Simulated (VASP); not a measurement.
# CO2 (P4_12_12) in VASP: single point with PBE

Aim: the single point of CO2 with PBE.

Program: VASP 6.6.1. These are calculated values, not measurements. Logs are shortened: lines on timing, memory, paths and dates and some standing lists are left out, and cuts for length are marked.

**1. The cell of the first run**

The typed cell holds 12 atoms: a = 4.335 Å, b = 4.335 Å, c = 6.102 Å, α = 90.00°, β = 90.00°, γ = 90.00°.

**2. Single point, PBE**

INCAR

```
PREC = Accurate
ENCUT = 520
EDIFF = 1E-6
ISMEAR = -1
SIGMA = 0.02
LREAL = False
LASPH = True
NELM = 100
ALGO = Normal
ISIF = 2
LWAVE = False
LCHARG = False
GGA = PE
NBANDS = 44
```

KPOINTS

```
Automatic mesh
0
Gamma
  5 5 4
```

POSCAR

```
CO2
1.0
    4.3350000000      0.0000000000      0.0000000000
    0.0000000000      4.3350000000      0.0000000000
    0.0000000000      0.0000000000      6.1020000000
C O
4 8
Direct
    0.4997865440      0.4997865440      0.0000000000
    0.0002134560      0.9997865440      0.2500000000
    0.5002134560      0.5002134560      0.5000000000
    0.9997865440      0.0002134560      0.7500000000
    0.1891364613      0.1889508913      0.2500754261
    0.3110491087      0.6891364613      0.5000754261
    0.8108635387      0.8110491087      0.7500754261
    0.6889508913      0.3108635387      0.0000754261
    0.6891364613      0.3110491087      0.4999245739
    0.8110491087      0.8108635387      0.2499245739
    0.3108635387      0.6889508913      0.9999245739
    0.1889508913      0.1891364613      0.7499245739
```

Potentials or basis: VASP PAW PBE potentials, release 64 (C, O).

Started as:

```sh
> cat potpaw_PBE.64/C/POTCAR potpaw_PBE.64/O/POTCAR > POTCAR
> mpirun -np 1 vasp_std > vasp.out
```

OUTCAR:

```text
PREC = Accurate
   ENCUT = 520
   EDIFF = 1E-6
   ISMEAR = -1
   LREAL = False
   LASPH = True
   NELM = 100
   ISIF = 2
   GGA = PE

 ion  position               nearest neighbor table
   1  0.500  0.500  0.000-   8 1.16  11 1.16
   2  0.000  1.000  0.250-   5 1.16  10 1.16
   3  0.500  0.500  0.500-   6 1.16   9 1.16
   4  1.000  0.000  0.750-   7 1.16  12 1.16
   5  0.189  0.189  0.250-   2 1.16
   6  0.311  0.689  0.500-   3 1.16
   7  0.811  0.811  0.750-   4 1.16
   8  0.689  0.311  0.000-   1 1.16
   9  0.689  0.311  0.500-   3 1.16
  10  0.811  0.811  0.250-   2 1.16
  11  0.311  0.689  1.000-   1 1.16
  12  0.189  0.189  0.750-   4 1.16

  LATTYP: Found a simple tetragonal cell.
 ALAT       =     4.3350000000
 C/A-ratio  =     1.4076124567

  Lattice vectors:

 A1 = (   4.3350000000,   0.0000000000,   0.0000000000)
 A2 = (   0.0000000000,   4.3350000000,   0.0000000000)
 A3 = (   0.0000000000,   0.0000000000,   6.1020000000)

Analysis of symmetry for initial positions (statically):
=====================================================================
 Subroutine PRICEL returns:
 Original cell was already a primitive cell.

 Routine SETGRP: Setting up the symmetry group for a
 simple tetragonal supercell.

 Subroutine GETGRP returns: Found  8 space group operations
 (whereof  2 operations were pure point group operations)
 out of a pool of 16 trial point group operations.

The static configuration has the point symmetry C_2 .
 The point group associated with its full space group is D_4 .

Analysis of symmetry for dynamics (positions and initial velocities):
=====================================================================
 Subroutine PRICEL returns:
 Original cell was already a primitive cell.

 Routine SETGRP: Setting up the symmetry group for a
 simple tetragonal supercell.

 Subroutine GETGRP returns: Found  8 space group operations
 (whereof  2 operations were pure point group operations)
 out of a pool of 16 trial point group operations.

The dynamic configuration has the point symmetry C_2 .
 The point group associated with its full space group is D_4 .

 Subroutine INISYM returns: Found  8 space group operations
 (whereof  2 operations are pure point group operations),
 and found     1 'primitive' translations

----------------------------------------------------------------------------------------

                                     Primitive cell

  volume of cell :     114.6702

  direct lattice vectors                    reciprocal lattice vectors
     4.335000000  0.000000000  0.000000000     0.230680507  0.000000000  0.000000000
     0.000000000  4.335000000  0.000000000     0.000000000  0.230680507  0.000000000
     0.000000000  0.000000000  6.102000000     0.000000000  0.000000000  0.163880695

  length of vectors
     4.335000000  4.335000000  6.102000000     0.230680507  0.230680507  0.163880695

  position of ions in fractional coordinates (direct lattice)
     0.499786544  0.499786544  0.000000000
     0.000213456  0.999786544  0.250000000
     0.500213456  0.500213456  0.500000000
     0.999786544  0.000213456  0.750000000
     0.189136461  0.188950891  0.250075426
     0.311049109  0.689136461  0.500075426
     0.810863539  0.811049109  0.750075426
     0.688950891  0.310863539  0.000075426
     0.689136461  0.311049109  0.499924574
     0.811049109  0.810863539  0.249924574
     0.310863539  0.688950891  0.999924574
     0.188950891  0.189136461  0.749924574

  ion indices of the primitive-cell ions
   primitive index   ion index
                 1           1
                 2           2
                 3           3
                 4           4
                 5           5
                 6           6
                 7           7
                 8           8
                 9           9
                10          10
                11          11
                12          12

----------------------------------------------------------------------------------------

 KPOINTS: Automatic mesh

Automatic generation of k-mesh.
 Grid dimensions read from file:
 generate k-points for:    5    5    4

 Generating k-lattice:

  Cartesian coordinates                     Fractional coordinates (reciprocal lattice)
     0.046136101  0.000000000  0.000000000     0.200000000  0.000000000  0.000000000
     0.000000000  0.046136101  0.000000000     0.000000000  0.200000000  0.000000000
     0.000000000  0.000000000  0.040970174     0.000000000  0.000000000  0.250000000

  Length of vectors
     0.046136101  0.046136101  0.040970174

  Shift w.r.t. Gamma in fractional coordinates (k-lattice)
     0.000000000  0.000000000  0.000000000

 Subroutine IBZKPT returns following result:
 ===========================================

 Found     18 irreducible k-points:

 Following reciprocal coordinates:
            Coordinates               Weight
  0.000000  0.000000  0.000000      1.000000
  0.200000  0.000000  0.000000      4.000000
  0.400000  0.000000  0.000000      4.000000
  0.200000  0.200000  0.000000      4.000000
  0.400000  0.200000  0.000000      8.000000
  0.400000  0.400000  0.000000      4.000000
[... 10 lines left out ...]
  0.400000  0.200000  0.500000      8.000000
  0.400000  0.400000  0.500000      4.000000
   k-points           NKPTS =     18   k-points in BZ     NKDIM =     18   number of bands    NBANDS=     44
   number of dos      NEDOS =    301   number of ions     NIONS =     12
   total plane-waves  NPLWV =  49152
   dimension x,y,z NGX =    32 NGY =   32 NGZ =   48
   dimension x,y,z NGXF=    64 NGYF=   64 NGZF=   96
   ions per type =               4   8
   NGX,Y,Z   is equivalent  to a cutoff of  12.27, 12.27, 13.08 a.u.
   NGXF,Y,Z  is equivalent  to a cutoff of  24.54, 24.54, 26.15 a.u.
 SYSTEM =  unknown system
   PREC   = accura    normal or accurate (medium, high low for compatibility)
   ISTART =      0    job   : 0-new  1-cont  2-samecut
   ICHARG =      2    charge: 1-file 2-atom 10-const
   ISPIN  =      1    spin polarized calculation?
   LNONCOLLINEAR =      F non collinear calculations
   LSORBIT =      F    spin-orbit coupling
   LASPH  =      T    aspherical Exc in radial PAW
   ENCUT  =  520.0 eV  38.22 Ry    6.18 a.u.   8.06  8.06 11.35*2*pi/ulx,y,z
   NELM   =    100;   NELMIN=  2; NELMDL= -5     # of ELM steps
   EDIFF  = 0.1E-05   stopping-criterion for ELM
   LREAL  =      F    real-space projection
   EDIFFG = 0.1E-04   stopping-criterion for IOM
   NSW    =      0    number of steps for IOM
   IBRION =     -1    ionic relax: 0-MD 1-quasi-New 2-CG
   NFREE  =      0    steps in history (QN), initial steepest desc. (CG)
   ISIF   =      2    stress and relaxation
   ISYM   =      2    0-nonsym 1-usesym 2-fastsym
   POTIM  = 0.5000    time-step for ionic-motion
   TEBEG  =    0.0;   TEEND  =   0.0 temperature during run
   PSTRESS=    0.0 pullay stress
   NELECT =      64.0000    total number of electrons
   NUPDOWN=      -1.0000    fix difference up-down
   EMIN   =  10.00;   EMAX   =-10.00  energy-range for DOS
   EFERMI =   0.00;   METHOD = LEGACY
   ISMEAR =    -1;   SIGMA  =   0.02  broadening in eV -4-tet -1-fermi 0-gaus
   EFERMI_NEDOS =   21; number of points for ismear=-14 and -15
   IALGO  =     38    algorithm
   IMIX   =      4    mixing-type and parameters
     AMIX     =   0.40;   BMIX     =  1.00
     AMIX_MAG =   1.60;   BMIX_MAG =  1.00
  volume/ion in A,a.u.               =       9.56        64.49
  Fermi-wavevector in a.u.,A,eV,Ry     =   1.347880  2.547125 24.718813  1.816782
  Thomas-Fermi vector in A             =   2.475595
   LORBIT       =      0    0 simple, 1 ext, 2 COOP (PROOUT), +10 PAW based schemes
   GGA     = PE    functional components
   LHFCALC =     F    Hartree Fock is set to
   AEXX    =    0.0000 exact exchange contribution
   IVDW    =     0    specifies the selected vdW correction
   LEPSILON=     F    determine dielectric tensor
   LRPA    =     F    only Hartree local field effects (RPA)
 non-spin polarized calculation
  energy-cutoff  :      520.00
  volume of cell :      114.67
 maximum number of plane-waves:      3106
   NGX = 17   NGY = 17   NGZ = 23

 number of electron      63.9999979 magnetization

 Free energy of the ion-electron system (eV)
  ---------------------------------------------------
  ext. energy  EPLUGINS =         0.00000000
  ---------------------------------------------------
  free energy    TOTEN  =       -89.16695812 eV

  energy without entropy =      -89.16695812  energy(sigma->0) =      -89.16695812

 E-fermi :   0.5080     XC(G=0): -10.0872

 val. band max:        0.0049997783   @ k =   0.0000   0.0000   0.0000
 cond. band min:       6.5205975864   @ k =   0.4000   0.4000   0.0000
 fundamental gap:      6.5155978081
 Fermi energy:         0.5079908690

 k-point     1 :       0.0000    0.0000    0.0000
  band No.  band energies     occupation
      1     -22.0974      2.00000
      2     -21.3524      2.00000
      3     -21.3524      2.00000
      4     -20.9425      2.00000
      5     -20.4184      2.00000
      6     -20.4184      2.00000
[... 36 lines left out ...]
     43      11.2649      0.00000
     44      12.0114      0.00000

 k-point     2 :       0.2000    0.0000    0.0000
  band No.  band energies     occupation
      1     -22.0089      2.00000
      2     -21.3395      2.00000
      3     -21.3395      2.00000
      4     -21.0993      2.00000
      5     -20.4011      2.00000
      6     -20.3771      2.00000
[... 744 lines left out ...]
 k-point    18 :       0.4000    0.4000    0.5000
  band No.  band energies     occupation
      1     -21.4453      2.00000
      2     -21.4453      2.00000
      3     -21.3591      2.00000
      4     -21.3591      2.00000
      5     -20.4235      2.00000
      6     -20.4235      2.00000
[... 36 lines left out ...]
     43      11.5021      0.00000
     44      11.5021      0.00000

------------------------ aborting loop because EDIFF is reached ----------------------------------------

  FORCE on cell =-STRESS in cart. coord.  units (eV):
  Direction    XX          YY          ZZ          XY          YZ          ZX
  --------------------------------------------------------------------------------------
  -------------------------------------------------------------------------------------
  Total       16.3593556     16.3593556     13.7480352      0.0000000     -0.0000000      0.0000000
  in kB      228.5737584    228.5737584    192.0882543      0.0000000     -0.0000000      0.0000000
  external PRESSURE =     216.4119237 kB  Pullay stress =       0.0000000 kB

 VOLUME and BASIS-vectors are now :
 -----------------------------------------------------------------------------
  energy-cutoff  :      520.00
  volume of cell :      114.67
      direct lattice vectors                 reciprocal lattice vectors
     4.335000000  0.000000000  0.000000000     0.230680507  0.000000000  0.000000000
     0.000000000  4.335000000  0.000000000     0.000000000  0.230680507  0.000000000
     0.000000000  0.000000000  6.102000000     0.000000000  0.000000000  0.163880695

 POSITION                                       TOTAL-FORCE (eV/Angst)
 -----------------------------------------------------------------------------------
      2.16657      2.16657      0.00000         0.005036      0.005036      0.000000
      0.00093      4.33407      1.52550        -0.005036      0.005036      0.000000
      2.16843      2.16843      3.05100        -0.005036     -0.005036      0.000000
      4.33407      0.00093      4.57650         0.005036     -0.005036      0.000000
      0.81991      0.81910      1.52596         0.494658      0.492254     -0.000318
      1.34840      2.98741      3.05146        -0.492254      0.494658     -0.000318
      3.51509      3.51590      4.57696        -0.494658     -0.492254     -0.000318
      2.98660      1.34759      0.00046         0.492254     -0.494658     -0.000318
      2.98741      1.34840      3.05054         0.494658     -0.492254      0.000318
      3.51590      3.51509      1.52504        -0.492254     -0.494658      0.000318
      1.34759      2.98660      6.10154        -0.494658      0.492254      0.000318
      0.81910      0.81991      4.57604         0.492254      0.494658      0.000318
 -----------------------------------------------------------------------------------
    total drift:                                0.000000     -0.000000     -0.000000

  FREE ENERGIE OF THE ION-ELECTRON SYSTEM (eV)
  ---------------------------------------------------
  free  energy   TOTEN  =       -89.1669581246 eV

  energy  without entropy=      -89.1669581246  energy(sigma->0) =      -89.16695812
```

Wall time 47 s (1 thread of Intel Xeon Platinum 8488C (Sapphire Rapids), shared host); peak memory 0.23 GiB.

Results:

* Free energy: -89.1670 eV
* Pressure: 21.6 GPa
* Largest force: 0.698 eV/Å
* Band gap on the k mesh: 6.52 eV

Forces on the atoms (eV/Å):
```
C    0.005  0.005  0.000
C   -0.005  0.005  0.000
C   -0.005 -0.005  0.000
C    0.005 -0.005  0.000
O    0.495  0.492  0.000
O   -0.492  0.495  0.000
O   -0.495 -0.492  0.000
O    0.492 -0.495  0.000
O    0.495 -0.492  0.000
O   -0.492 -0.495  0.000
O   -0.495  0.492  0.000
O    0.492  0.495  0.000
```

Stress tensor (GPa, compression positive):
```
22.86  0.00  0.00
 0.00 22.86  0.00
 0.00  0.00 19.21
```

Levels at points of the mesh, in eV from the valence-band top:
```tsv
k point	band 28	band 29	band 30	band 31	band 32	band 33	band 34	band 35	band 36	band 37
(0.00, 0.00, 0.00)	-1.51	-1.51	-0.74	-0.74	0.00	6.84	6.84	6.89	7.34	7.85
(0.00, 0.00, 0.50)	-1.17	-1.17	-1.17	-0.43	-0.43	6.81	6.81	8.07	8.07	8.07
```
